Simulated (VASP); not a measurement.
# Ti (C2/c) in VASP: notebook

Runs on Ti. Level: PBE. Tasks: single point.

All numbers are computed with VASP 6.6.1; they aren't measurements. Logs are shortened: lines on timing, memory, paths and dates and some standing lists are left out, and cuts for length are marked.

### Step 1. The cell of the first run

The structure is monoclinic, space group C2/c (No. 15). Conventional cell: a = 2.950 Å, b = 5.110 Å, c = 4.686 Å, α = 90.00°, β = 90.43°, γ = 90.00°. Within 3.8 Å of Ti (site symmetry 2) lie 12 Ti at 2.89 to 2.95 Å.

### Step 2. Single point, PBE (strain +0.0075 x Voigt [0, 0, 0, 0, 1, 0])

Contents of INCAR:

```
SYSTEM = Ti
PREC     = Accurate       ! precision mode
ENCUT    = 520            ! plane-wave cutoff, eV
EDIFF    = 1E-6           ! SCF threshold, eV
ISMEAR   = 0              ! smearing method
SIGMA    = 0.15           ! smearing width, eV
LREAL    = .FALSE.        ! projectors in reciprocal space
LASPH    = .TRUE.         ! aspherical terms in the spheres
NELM     = 60             ! most SCF steps
ALGO     = Fast           ! electronic algorithm
ISIF     = 2              ! what is computed and relaxed
LWAVE    = .FALSE.        ! write WAVECAR
LCHARG   = .FALSE.        ! write CHGCAR
GGA      = PE             ! functional
NBANDS   = 19             ! bands
```

Contents of KPOINTS:

```
regular mesh
0
G
  18 18 10
  0 0 0
```

Contents of POSCAR:

```
Ti
1.0
    2.9499978604      0.0000000000      0.0110624920
   -1.4749989302      2.5547730882     -0.0055312460
    0.0175725000      0.0000000000      4.6860000000
Ti
2
Direct
    0.3333333333      0.6666666667      0.2500000000
    0.6666666667      0.3333333333      0.7500000000
```

Potentials or basis: VASP PAW PBE potentials, release 64 (Ti_sv).

Started as:

```bash
> cat potpaw_PBE.64/Ti_sv/POTCAR > POTCAR
> mpirun -np 1 vasp_std > vasp.out
```

OUTCAR:

```text
SYSTEM = Ti
   PREC = Accurate
   ENCUT = 520
   EDIFF = 1E-6
   ISMEAR = 0
   LREAL = .FALSE.
   LASPH = .TRUE.
   NELM = 60
   ISIF = 2
   GGA = PE

 ion  position               nearest neighbor table
   1  0.333  0.667  0.250-   2 2.89   2 2.89   2 2.90   2 2.90   2 2.91   2 2.91
   2  0.667  0.333  0.750-   1 2.89   1 2.89   1 2.90   1 2.90   1 2.91   1 2.91

  LATTYP: Found a base centered monoclinic cell.
 ALAT       =     2.9500186025
 B/A-ratio  =     1.7320386292
 C/A-ratio  =     1.5884757284
 COS(beta)  =    -0.0074998945

  Lattice vectors:

 A1 = (  -1.4749989302,   2.5547730882,  -0.0055312460)
 A2 = (  -1.4749989302,  -2.5547730882,  -0.0055312460)
 A3 = (   0.0175725000,   0.0000000000,   4.6860000000)

Analysis of symmetry for initial positions (statically):
=====================================================================
 Subroutine PRICEL returns:
 Original cell was already a primitive cell.

 Routine SETGRP: Setting up the symmetry group for a
 base centered monoclinic supercell.

 Subroutine GETGRP returns: Found  4 space group operations
 (whereof  2 operations were pure point group operations)
 out of a pool of  4 trial point group operations.

The static configuration has the point symmetry S_2 .
 The point group associated with its full space group is C_2h.

Analysis of symmetry for dynamics (positions and initial velocities):
=====================================================================
 Subroutine PRICEL returns:
 Original cell was already a primitive cell.

 Routine SETGRP: Setting up the symmetry group for a
 base centered monoclinic supercell.

 Subroutine GETGRP returns: Found  4 space group operations
 (whereof  2 operations were pure point group operations)
 out of a pool of  4 trial point group operations.

The dynamic configuration has the point symmetry S_2 .
 The point group associated with its full space group is C_2h.

 Subroutine INISYM returns: Found  4 space group operations
 (whereof  2 operations are pure point group operations),
 and found     1 'primitive' translations

----------------------------------------------------------------------------------------

                                     Primitive cell

  volume of cell :      35.3159

  direct lattice vectors                    reciprocal lattice vectors
     2.949997860  0.000000000  0.011062492     0.338988064  0.195712098 -0.001271205
    -1.474998930  2.554773088 -0.005531246     0.000000000  0.391424195  0.000000000
     0.017572500  0.000000000  4.686000000    -0.000800267  0.000000000  0.213404623

  length of vectors
     2.950018602  2.950003046  4.686032948     0.391430388  0.391424195  0.213406123

  position of ions in fractional coordinates (direct lattice)
     0.333333333  0.666666667  0.250000000
     0.666666667  0.333333333  0.750000000

  ion indices of the primitive-cell ions
   primitive index   ion index
                 1           1
                 2           2

----------------------------------------------------------------------------------------

 KPOINTS: regular mesh

Automatic generation of k-mesh.
 Grid dimensions read from file:
 generate k-points for:   18   18   10

 Generating k-lattice:

  Cartesian coordinates                     Fractional coordinates (reciprocal lattice)
     0.018832670  0.010872894 -0.000070623     0.055555556  0.000000000  0.000000000
     0.000000000  0.021745789  0.000000000     0.000000000  0.055555556  0.000000000
    -0.000080027  0.000000000  0.021340462     0.000000000 -0.000000000  0.100000000

  Length of vectors
     0.021746133  0.021745789  0.021340612

  Shift w.r.t. Gamma in fractional coordinates (k-lattice)
     0.000000000  0.000000000  0.000000000

 Subroutine IBZKPT returns following result:
 ===========================================

 Found    866 irreducible k-points:

 Following reciprocal coordinates:
            Coordinates               Weight
  0.000000  0.000000  0.000000      1.000000
  0.055556  0.000000  0.000000      4.000000
  0.111111  0.000000  0.000000      4.000000
  0.166667 -0.000000  0.000000      4.000000
  0.222222  0.000000  0.000000      4.000000
  0.277778  0.000000  0.000000      4.000000
[... 16 lines left out ...]
 -0.333333  0.055556 -0.000000      4.000000
 -0.277778  0.055556 -0.000000      4.000000
 [... further k-points ...]
   k-points           NKPTS =    866   k-points in BZ     NKDIM =    866   number of bands    NBANDS=     19
   number of dos      NEDOS =    301   number of ions     NIONS =      2
   total plane-waves  NPLWV =  20736
   dimension x,y,z NGX =    24 NGY =   24 NGZ =   36
   dimension x,y,z NGXF=    48 NGYF=   48 NGZF=   72
   ions per type =               2
   NGX,Y,Z   is equivalent  to a cutoff of  13.53, 13.53, 12.77 a.u.
   NGXF,Y,Z  is equivalent  to a cutoff of  27.05, 27.05, 25.54 a.u.
 SYSTEM =  Ti
   PREC   = accura    normal or accurate (medium, high low for compatibility)
   ISTART =      0    job   : 0-new  1-cont  2-samecut
   ICHARG =      2    charge: 1-file 2-atom 10-const
   ISPIN  =      1    spin polarized calculation?
   LNONCOLLINEAR =      F non collinear calculations
   LSORBIT =      F    spin-orbit coupling
   LASPH  =      T    aspherical Exc in radial PAW
   ENCUT  =  520.0 eV  38.22 Ry    6.18 a.u.   5.49  5.49  8.71*2*pi/ulx,y,z
   NELM   =     60;   NELMIN=  2; NELMDL= -5     # of ELM steps
   EDIFF  = 0.1E-05   stopping-criterion for ELM
   LREAL  =      F    real-space projection
   EDIFFG = 0.1E-04   stopping-criterion for IOM
   NSW    =      0    number of steps for IOM
   IBRION =     -1    ionic relax: 0-MD 1-quasi-New 2-CG
   NFREE  =      0    steps in history (QN), initial steepest desc. (CG)
   ISIF   =      2    stress and relaxation
   ISYM   =      2    0-nonsym 1-usesym 2-fastsym
   POTIM  = 0.5000    time-step for ionic-motion
   TEBEG  =    0.0;   TEEND  =   0.0 temperature during run
   PSTRESS=    0.0 pullay stress
   NELECT =      24.0000    total number of electrons
   NUPDOWN=      -1.0000    fix difference up-down
   EMIN   =  10.00;   EMAX   =-10.00  energy-range for DOS
   EFERMI =   0.00;   METHOD = LEGACY
   ISMEAR =     0;   SIGMA  =   0.15  broadening in eV -4-tet -1-fermi 0-gaus
   EFERMI_NEDOS =   21; number of points for ismear=-14 and -15
   IALGO  =     68    algorithm
   IMIX   =      4    mixing-type and parameters
     AMIX     =   0.40;   BMIX     =  1.00
     AMIX_MAG =   1.60;   BMIX_MAG =  1.00
  volume/ion in A,a.u.               =      17.66       119.16
  Fermi-wavevector in a.u.,A,eV,Ry     =   1.439313  2.719907 28.186118  2.071621
  Thomas-Fermi vector in A             =   2.558182
   LORBIT       =      0    0 simple, 1 ext, 2 COOP (PROOUT), +10 PAW based schemes
   GGA     = PE    functional components
   LHFCALC =     F    Hartree Fock is set to
   AEXX    =    0.0000 exact exchange contribution
   IVDW    =     0    specifies the selected vdW correction
   LEPSILON=     F    determine dielectric tensor
   LRPA    =     F    only Hartree local field effects (RPA)
 non-spin polarized calculation
 RMM-DIIS sequential band-by-band and
 Gauss-broadening in eV      SIGMA  =   0.15
  energy-cutoff  :      520.00
  volume of cell :       35.32
 maximum number of plane-waves:       980
 NGX is ok and might be reduce to    24
   NGX = 11   NGY = 11   NGZ = 17

 number of electron      24.0000001 magnetization

 Free energy of the ion-electron system (eV)
  ---------------------------------------------------
  ext. energy  EPLUGINS =         0.00000000
  ---------------------------------------------------
  free energy    TOTEN  =       -15.67969888 eV

  energy without entropy =      -15.65592769  energy(sigma->0) =      -15.66781328

 E-fermi :   8.1619     XC(G=0): -11.4198

 val. band max:        8.1605479395   @ k =  -0.2778  -0.4444   0.4000
 cond. band min:       8.1627628526   @ k =   0.4444   0.2222   0.3000
 fundamental gap:      0.0022149131
 Fermi energy:         8.1619181823

 k-point     1 :       0.0000    0.0000    0.0000
  band No.  band energies     occupation
      1     -48.7236      2.00000
      2     -48.5971      2.00000
      3     -25.2905      2.00000
      4     -24.6804      2.00000
      5     -24.6803      2.00000
      6     -24.6236      2.00000
[... 11 lines left out ...]
     18       9.7726      0.00000
     19      11.2521      0.00000

 k-point     2 :       0.0556    0.0000    0.0000
  band No.  band energies     occupation
      1     -48.7207      2.00000
      2     -48.5960      2.00000
      3     -25.2841      2.00000
      4     -24.6937      2.00000
      5     -24.6849      2.00000
      6     -24.6264      2.00000
[... 11 lines left out ...]
     18       9.7239      0.00000
     19      11.2783      0.00000

 k-point     3 :       0.1111    0.0000    0.0000
  band No.  band energies     occupation
      1     -48.7124      2.00000
      2     -48.5927      2.00000
      3     -25.2652      2.00000
      4     -24.7322      2.00000
      5     -24.6975      2.00000
      6     -24.6408      2.00000
[... 11 lines left out ...]
     18       9.6242      0.00000
     19      11.3426      0.00000

 k-point     4 :       0.1667   -0.0000    0.0000
  band No.  band energies     occupation
      1     -48.6994      2.00000
      2     -48.5879      2.00000
      3     -25.2350      2.00000
      4     -24.7915      2.00000
      5     -24.7164      2.00000
      6     -24.6997      2.00000
[... 11 lines left out ...]
     18       9.8720      0.00000
     19      11.4215      0.00000

 k-point     5 :       0.2222    0.0000    0.0000
  band No.  band energies     occupation
      1     -48.6829      2.00000
      2     -48.5824      2.00000
      3     -25.1956      2.00000
      4     -24.8648      2.00000
      5     -24.7713      2.00000
      6     -24.7389      2.00000
[... 11 lines left out ...]
     18      10.1941      0.00000
     19      11.4960      0.00000
[... 334 lines left out ...]
      2     -48.5719      2.00000
      3     -25.0970      2.00000
      4     -25.0298      2.00000
      5     -24.9868      2.00000
      6     -24.8136      2.00000
[... 11 lines left out ...]
     18      11.6178      0.00000
     19      11.8064      0.00000

 k-point    22 :      -0.3889    0.0556    0.0000
  band No.  band energies     occupation
      1     -48.6366      2.00000
      2     -48.5724      2.00000
      3     -25.0731      2.00000
      4     -25.0470      2.00000
      5     -24.9447      2.00000
      6     -24.7973      2.00000
[... 11 lines left out ...]
     18      11.3274      0.00000
     19      11.5967      0.00000

 k-point    23 :      -0.3333    0.0556   -0.0000
  band No.  band energies     occupation
      1     -48.6540      2.00000
      2     -48.5750      2.00000
      3     -25.1216      2.00000
      4     -24.9799      2.00000
      5     -24.8875      2.00000
      6     -24.7744      2.00000
[... 11 lines left out ...]
     18      10.8894      0.00000
     19      11.5626      0.00000

 k-point    24 :      -0.2778    0.0556   -0.0000
  band No.  band energies     occupation
      1     -48.6723      2.00000
      2     -48.5793      2.00000
      3     -25.1693      2.00000
      4     -24.9038      2.00000
      5     -24.8229      2.00000
      6     -24.7462      2.00000
[... 11 lines left out ...]
     18      10.4782      0.00000
     19      11.5140      0.00000

 [... further k-points ...]
[... 5 lines left out ...]
  --------------------------------------------------------------------------------------
  -------------------------------------------------------------------------------------
  Total       -0.4379151     -0.4392119     -0.5402549      0.0000000      0.0000000     -0.0685533
  in kB      -19.8669087    -19.9257403    -24.5097600      0.0000000      0.0000000     -3.1100583
  external PRESSURE =     -21.4341363 kB  Pullay stress =       0.0000000 kB

 VOLUME and BASIS-vectors are now :
 -----------------------------------------------------------------------------
  energy-cutoff  :      520.00
  volume of cell :       35.32
      direct lattice vectors                 reciprocal lattice vectors
     2.949997860  0.000000000  0.011062492     0.338988064  0.195712098 -0.001271205
    -1.474998930  2.554773088 -0.005531246     0.000000000  0.391424195  0.000000000
     0.017572500  0.000000000  4.686000000    -0.000800267  0.000000000  0.213404623

 POSITION                                       TOTAL-FORCE (eV/Angst)
 -----------------------------------------------------------------------------------
      0.00439      1.70318      1.17150        -0.000000      0.000062     -0.000000
      1.48818      0.85159      3.52003         0.000000     -0.000062      0.000000
 -----------------------------------------------------------------------------------
    total drift:                                0.000000     -0.000000      0.000000

  FREE ENERGIE OF THE ION-ELECTRON SYSTEM (eV)
  ---------------------------------------------------
  free  energy   TOTEN  =       -15.6796988783 eV

  energy  without entropy=      -15.6559276908  energy(sigma->0) =      -15.66781328
```

Wall time 8.8 min (1 thread of Intel Xeon 6975P-C (Granite Rapids), shared host); peak memory 0.55 GiB.

Results:

- Free energy: -15.6797 eV
- Pressure: -2.1 GPa
- Band gap on the k mesh: zero (band 12 reaches 8.93 eV, above the bottom of band 13 at 7.83 eV)

Caveat: the cell differs from its parent crystal (strain +0.0075 x Voigt [0, 0, 0, 0, 1, 0]).

### Step 3. Single point, PBE (strain +0.0025 x Voigt [0, 0, 0, 0, 1, 0])

Contents of INCAR:

```
SYSTEM = Ti
PREC = Accurate
ENCUT = 520
EDIFF = 1E-7
ISMEAR = 0
SIGMA = 0.15
LREAL = .False.
LASPH = .True.
NELM = 60
ALGO = Fast
ISIF = 2
LWAVE = .False.
LCHARG = .False.
GGA = PE
NBANDS = 19
```

Contents of KPOINTS:

```
regular mesh
0
Gamma
  18 18 10
  0 0 0
```

Contents of POSCAR:

```
Ti
1.0
    2.9499978604      0.0000000000      0.0036874973
   -1.4749989302      2.5547730882     -0.0018437487
    0.0058575000      0.0000000000      4.6860000000
Ti
2
Direct
    0.3333333333      0.6666666667      0.2500000000
    0.6666666667      0.3333333333      0.7500000000
```

Potentials or basis: VASP PAW PBE potentials, release 64 (Ti_sv).

Started as:

```bash
> cat potpaw_PBE.64/Ti_sv/POTCAR > POTCAR
> mpirun -np 1 vasp_std > vasp.out
```

It took 13 min on 1 thread of Intel Xeon 6975P-C (Granite Rapids), shared host; peak memory 0.55 GiB.

The run converged. Its results:

```yaml
Free_energy: -15.6799 eV
Pressure: -2.1 GPa
Band_gap_on_the_k_mesh: zero (band 12 reaches 8.93 eV, above the bottom of band 13 at 7.83 eV)
```

Stress tensor (GPa, compression positive):
```
-1.96  0.00 -0.10
 0.00 -1.96  0.00
-0.10  0.00 -2.43
```

Levels at points of the mesh, in eV from the Fermi level:
```csv
k point,band 9,band 10,band 11,band 12,band 13,band 14,band 15,band 16
"(0.00, 0.00, 0.00)",-6.17,-2.65,0.70,0.77,0.77,0.86,1.25,1.25
"(0.50, 0.00, 0.00)",-2.32,-2.11,-1.80,-0.63,0.49,0.60,1.14,3.28
"(0.00, 0.50, 0.00)",-2.32,-2.11,-1.80,-0.63,0.49,0.61,1.14,3.28
"(0.00, 0.00, 0.50)",-4.34,-4.34,0.07,0.07,0.68,0.68,0.68,0.68
"(0.50, 0.00, 0.50)",-2.50,-2.50,-0.80,-0.80,1.27,1.30,1.70,1.71
"(0.00, 0.50, 0.50)",-2.50,-2.50,-0.80,-0.80,1.29,1.29,1.71,1.71
```

Caveat: the cell differs from its parent crystal (strain +0.0025 x Voigt [0, 0, 0, 0, 1, 0]).
